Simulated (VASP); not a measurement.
# W (Cmcm) in VASP: further runs

The runs below take W through single point, with PBEsol.

All numbers are computed with VASP 6.6.1; they aren't measurements. Logs are shortened: lines on timing, memory, paths and dates and some standing lists are left out, and cuts for length are marked.

## Step 1: The cell of the first run

The structure is orthorhombic, space group Cmcm (No. 63). Conventional cell: a = 3.998 Å, b = 3.998 Å, c = 3.998 Å, α = 90.00°, β = 90.00°, γ = 90.00°. Within 3.6 Å of W (site symmetry m2m) lie 12 W at 2.74 to 2.91 Å.

## Step 2: Single point, PBEsol (mode 4 (104.6 1/cm) frozen in, largest displacement -0.060 Å)

The input, INCAR:

```
  PREC = Accurate
  ENCUT = 520
  EDIFF = 1E-6
  ISMEAR = 0
  SIGMA = 0.15
  LREAL = F
  LASPH = T
  NELM = 100
  ALGO = Fast
  ISIF = 2
  LWAVE = F
  LCHARG = F
  GGA = PS
  NBANDS = 21
```

The input, KPOINTS:

```
regular mesh
0
Gamma
  22 22 16
```

The input, POSCAR:

```
W
1.0
    0.0000000000     -1.9989957669     -1.9989957669
    0.0000000000      1.9989957669     -1.9989957669
    3.9979915338      0.0000000000      0.0000000000
W
2
Direct
    0.5150075355      0.5150075355      0.5000000000
   -0.0150075355     -0.0150075355      0.0000000000
```

Potentials or basis: VASP PAW PBE potentials, release 64 (W_sv).

On the command line:

```
$ cat potpaw_PBE.64/W_sv/POTCAR > POTCAR
$ mpirun -np 1 vasp_std > vasp.out
```

OUTCAR:

```text
PREC = Accurate
   ENCUT = 520
   EDIFF = 1E-6
   ISMEAR = 0
   LREAL = F
   LASPH = T
   NELM = 100
   ISIF = 2
   GGA = PS

 ion  position               nearest neighbor table
   1  0.515  0.515  0.500-   2 2.74   2 2.74   2 2.83   2 2.83   2 2.83   2 2.83   2 2.91   2 2.91

   2  0.985  0.985  0.000-   1 2.74   1 2.74   1 2.83   1 2.83   1 2.83   1 2.83   1 2.91   1 2.91

  LATTYP: Found a simple tetragonal cell.
 ALAT       =     2.8270069247
 C/A-ratio  =     1.4142135624

  Lattice vectors:

 A1 = (   0.0000000000,  -1.9989957669,  -1.9989957669)
 A2 = (   0.0000000000,   1.9989957669,  -1.9989957669)
 A3 = (   3.9979915338,   0.0000000000,   0.0000000000)

Analysis of symmetry for initial positions (statically):
=====================================================================
 Subroutine PRICEL returns:
 Original cell was already a primitive cell.

 Routine SETGRP: Setting up the symmetry group for a
 simple tetragonal supercell.

 Subroutine GETGRP returns: Found  8 space group operations
 (whereof  4 operations were pure point group operations)
 out of a pool of 16 trial point group operations.

The static configuration has the point symmetry C_2v.
 The point group associated with its full space group is D_2h.

Analysis of symmetry for dynamics (positions and initial velocities):
=====================================================================
 Subroutine PRICEL returns:
 Original cell was already a primitive cell.

 Routine SETGRP: Setting up the symmetry group for a
 simple tetragonal supercell.

 Subroutine GETGRP returns: Found  8 space group operations
 (whereof  4 operations were pure point group operations)
 out of a pool of 16 trial point group operations.

The dynamic configuration has the point symmetry C_2v.
 The point group associated with its full space group is D_2h.

 Subroutine INISYM returns: Found  8 space group operations
 (whereof  4 operations are pure point group operations),
 and found     1 'primitive' translations

----------------------------------------------------------------------------------------

                                     Primitive cell

  volume of cell :      31.9518

  direct lattice vectors                    reciprocal lattice vectors
     0.000000000 -1.998995767 -1.998995767     0.000000000 -0.250125592 -0.250125592
     0.000000000  1.998995767 -1.998995767     0.000000000  0.250125592 -0.250125592
     3.997991534  0.000000000  0.000000000     0.250125592  0.000000000  0.000000000

  length of vectors
     2.827006925  2.827006925  3.997991534     0.353731005  0.353731005  0.250125592

  position of ions in fractional coordinates (direct lattice)
     0.515007535  0.515007535  0.500000000
     0.984992465  0.984992465  0.000000000

  ion indices of the primitive-cell ions
   primitive index   ion index
                 1           1
                 2           2

----------------------------------------------------------------------------------------

 KPOINTS: regular mesh

Automatic generation of k-mesh.
 Grid dimensions read from file:
 generate k-points for:   22   22   16

 Generating k-lattice:

  Cartesian coordinates                     Fractional coordinates (reciprocal lattice)
     0.000000000 -0.011369345 -0.011369345     0.045454545  0.000000000  0.000000000
     0.000000000  0.011369345 -0.011369345     0.000000000  0.045454545  0.000000000
     0.015632850  0.000000000  0.000000000     0.000000000  0.000000000  0.062500000

  Length of vectors
     0.016078682  0.016078682  0.015632850

  Shift w.r.t. Gamma in fractional coordinates (k-lattice)
     0.000000000  0.000000000  0.000000000

 Subroutine IBZKPT returns following result:
 ===========================================

 Found   1197 irreducible k-points:

 Following reciprocal coordinates:
            Coordinates               Weight
  0.000000  0.000000  0.000000      1.000000
  0.045455  0.000000  0.000000      4.000000
  0.090909  0.000000  0.000000      4.000000
  0.136364  0.000000  0.000000      4.000000
  0.181818  0.000000  0.000000      4.000000
  0.227273  0.000000  0.000000      4.000000
[... 16 lines left out ...]
  0.272727  0.045455  0.000000      4.000000
 -0.045455  0.272727  0.000000      4.000000
 [... further k-points ...]
   k-points           NKPTS =   1197   k-points in BZ     NKDIM =   1197   number of bands    NBANDS=     21
   number of dos      NEDOS =    301   number of ions     NIONS =      2
   total plane-waves  NPLWV =  17280
   dimension x,y,z NGX =    24 NGY =   24 NGZ =   30
   dimension x,y,z NGXF=    48 NGYF=   48 NGZF=   60
   ions per type =               2
   NGX,Y,Z   is equivalent  to a cutoff of  14.11, 14.11, 12.47 a.u.
   NGXF,Y,Z  is equivalent  to a cutoff of  28.23, 28.23, 24.95 a.u.
 SYSTEM =  unknown system
   PREC   = accura    normal or accurate (medium, high low for compatibility)
   ISTART =      0    job   : 0-new  1-cont  2-samecut
   ICHARG =      2    charge: 1-file 2-atom 10-const
   ISPIN  =      1    spin polarized calculation?
   LNONCOLLINEAR =      F non collinear calculations
   LSORBIT =      F    spin-orbit coupling
   LASPH  =      T    aspherical Exc in radial PAW
   ENCUT  =  520.0 eV  38.22 Ry    6.18 a.u.   5.26  5.26  7.43*2*pi/ulx,y,z
   NELM   =    100;   NELMIN=  2; NELMDL= -5     # of ELM steps
   EDIFF  = 0.1E-05   stopping-criterion for ELM
   LREAL  =      F    real-space projection
   EDIFFG = 0.1E-04   stopping-criterion for IOM
   NSW    =      0    number of steps for IOM
   IBRION =     -1    ionic relax: 0-MD 1-quasi-New 2-CG
   NFREE  =      0    steps in history (QN), initial steepest desc. (CG)
   ISIF   =      2    stress and relaxation
   ISYM   =      2    0-nonsym 1-usesym 2-fastsym
   POTIM  = 0.5000    time-step for ionic-motion
   TEBEG  =    0.0;   TEEND  =   0.0 temperature during run
   PSTRESS=    0.0 pullay stress
   NELECT =      28.0000    total number of electrons
   NUPDOWN=      -1.0000    fix difference up-down
   EMIN   =  10.00;   EMAX   =-10.00  energy-range for DOS
   EFERMI =   0.00;   METHOD = LEGACY
   ISMEAR =     0;   SIGMA  =   0.15  broadening in eV -4-tet -1-fermi 0-gaus
   EFERMI_NEDOS =   21; number of points for ismear=-14 and -15
   IALGO  =     68    algorithm
   IMIX   =      4    mixing-type and parameters
     AMIX     =   0.40;   BMIX     =  1.00
     AMIX_MAG =   1.60;   BMIX_MAG =  1.00
  volume/ion in A,a.u.               =      15.98       107.81
  Fermi-wavevector in a.u.,A,eV,Ry     =   1.566615  2.960473 33.392545  2.454283
  Thomas-Fermi vector in A             =   2.668917
   LORBIT       =      0    0 simple, 1 ext, 2 COOP (PROOUT), +10 PAW based schemes
   GGA     = PS    functional components
   LHFCALC =     F    Hartree Fock is set to
   AEXX    =    0.0000 exact exchange contribution
   IVDW    =     0    specifies the selected vdW correction
   LEPSILON=     F    determine dielectric tensor
   LRPA    =     F    only Hartree local field effects (RPA)
 non-spin polarized calculation
 RMM-DIIS sequential band-by-band and
 Gauss-broadening in eV      SIGMA  =   0.15
  energy-cutoff  :      520.00
  volume of cell :       31.95
 maximum number of plane-waves:       888
 NGX is ok and might be reduce to    24
   NGX = 11   NGY = 11   NGZ = 15

 number of electron      27.9999997 magnetization

 Free energy of the ion-electron system (eV)
  ---------------------------------------------------
  ext. energy  EPLUGINS =         0.00000000
  ---------------------------------------------------
  free energy    TOTEN  =       -26.60602503 eV

  energy without entropy =      -26.57905269  energy(sigma->0) =      -26.59253886

 E-fermi :  10.6888     XC(G=0): -13.7027

 val. band max:       10.6876940659   @ k =   0.1818   0.0909   0.0625
 cond. band min:      10.6892010566   @ k =  -0.0455   0.3182   0.1875
 fundamental gap:      0.0015069907
 Fermi energy:        10.6887793373

 k-point     1 :       0.0000    0.0000    0.0000
  band No.  band energies     occupation
      1     -62.8792      2.00000
      2     -62.7144      2.00000
      3     -27.6627      2.00000
      4     -26.9295      2.00000
      5     -26.9235      2.00000
      6     -26.4802      2.00000
[... 13 lines left out ...]
     20      16.7162      0.00000
     21      22.7549      0.00000

 k-point     2 :       0.0455    0.0000    0.0000
  band No.  band energies     occupation
      1     -62.8776      2.00000
      2     -62.7144      2.00000
      3     -27.6558      2.00000
      4     -26.9391      2.00000
      5     -26.9226      2.00000
      6     -26.4925      2.00000
[... 13 lines left out ...]
     20      16.9839      0.00000
     21      22.3005      0.00000

 k-point     3 :       0.0909    0.0000    0.0000
  band No.  band energies     occupation
      1     -62.8729      2.00000
      2     -62.7144      2.00000
      3     -27.6351      2.00000
      4     -26.9735      2.00000
      5     -26.9133      2.00000
      6     -26.5399      2.00000
[... 13 lines left out ...]
     20      17.7520      0.00000
     21      21.4501      0.00000

 k-point     4 :       0.1364    0.0000    0.0000
  band No.  band energies     occupation
      1     -62.8653      2.00000
      2     -62.7146      2.00000
      3     -27.6013      2.00000
      4     -27.0275      2.00000
      5     -26.8980      2.00000
      6     -26.6174      2.00000
[... 13 lines left out ...]
     20      18.7130      0.00000
     21      20.5420      0.00000

 k-point     5 :       0.1818    0.0000    0.0000
  band No.  band energies     occupation
      1     -62.8551      2.00000
      2     -62.7151      2.00000
      3     -27.5554      2.00000
      4     -27.0953      2.00000
      5     -26.8783      2.00000
      6     -26.7160      2.00000
[... 13 lines left out ...]
     20      19.6811      0.00000
     21      19.7613      0.00000
[... 382 lines left out ...]
     20      19.1139      0.00000
     21      20.8692      0.00000

 k-point    22 :      -0.0455    0.2273    0.0000
  band No.  band energies     occupation
      1     -62.8415      2.00000
      2     -62.7161      2.00000
      3     -27.4931      2.00000
      4     -27.1705      2.00000
      5     -26.8706      2.00000
      6     -26.8272      2.00000
[... 13 lines left out ...]
     20      19.1103      0.00000
     21      20.8535      0.00000

 k-point    23 :       0.2727    0.0455    0.0000
  band No.  band energies     occupation
      1     -62.8279      2.00000
      2     -62.7182      2.00000
      3     -27.4275      2.00000
      4     -27.2444      2.00000
      5     -26.9682      2.00000
      6     -26.8179      2.00000
[... 13 lines left out ...]
     20      18.5328      0.00000
     21      21.9700      0.00000

 k-point    24 :      -0.0455    0.2727    0.0000
  band No.  band energies     occupation
      1     -62.8280      2.00000
      2     -62.7182      2.00000
      3     -27.4279      2.00000
      4     -27.2448      2.00000
      5     -26.9649      2.00000
      6     -26.8233      2.00000
[... 13 lines left out ...]
     20      18.5260      0.00000
     21      21.9630      0.00000

 [... further k-points ...]
[... 5 lines left out ...]
  --------------------------------------------------------------------------------------
  -------------------------------------------------------------------------------------
  Total        0.4689732      0.4235816     -0.0138006      0.0000000      0.0000000      0.0000000
  in kB       23.5159765     21.2398775     -0.6920095      0.0000000      0.0000000      0.0000000
  external PRESSURE =      14.6879482 kB  Pullay stress =       0.0000000 kB

 VOLUME and BASIS-vectors are now :
 -----------------------------------------------------------------------------
  energy-cutoff  :      520.00
  volume of cell :       31.95
      direct lattice vectors                 reciprocal lattice vectors
     0.000000000 -1.998995767 -1.998995767     0.000000000 -0.250125592 -0.250125592
     0.000000000  1.998995767 -1.998995767     0.000000000  0.250125592 -0.250125592
     3.997991534  0.000000000  0.000000000     0.250125592  0.000000000  0.000000000

 POSITION                                       TOTAL-FORCE (eV/Angst)
 -----------------------------------------------------------------------------------
      1.99900      0.00000     -2.05900         0.000000      0.000000      0.444975
      0.00000      0.00000     -3.93799         0.000000      0.000000     -0.444975
 -----------------------------------------------------------------------------------
    total drift:                                0.000000     -0.000000     -0.000000

  FREE ENERGIE OF THE ION-ELECTRON SYSTEM (eV)
  ---------------------------------------------------
  free  energy   TOTEN  =       -26.6060250292 eV

  energy  without entropy=      -26.5790526899  energy(sigma->0) =      -26.59253886
```

It took 3.7 min on 1 thread of Intel Xeon 6975P-C (Granite Rapids), shared host; peak memory 0.67 GiB.

What came out:

* Free energy: -26.6060 eV
* Pressure: 1.5 GPa
* Largest force: 0.445 eV/Å
* Band gap on the k mesh: zero (band 14 reaches 13.91 eV, above the bottom of band 15 at 10.28 eV)

Forces in eV/Å, atoms in the order of the input:
```
W    0.000  0.000  0.445
W    0.000  0.000 -0.445
```

Stress tensor (GPa, compression positive):
```
 2.35  0.00  0.00
 0.00  2.12  0.00
 0.00  0.00 -0.07
```

Caveat: the cell differs from its parent crystal (mode 4 (104.6 1/cm) frozen in, largest displacement -0.060 Å); the PAW data sets were made with another functional, which shifts forces and pressure a little; spin-orbit coupling is left out, which moves the levels of the heavy elements.

(Continued in part 2 of 2.)
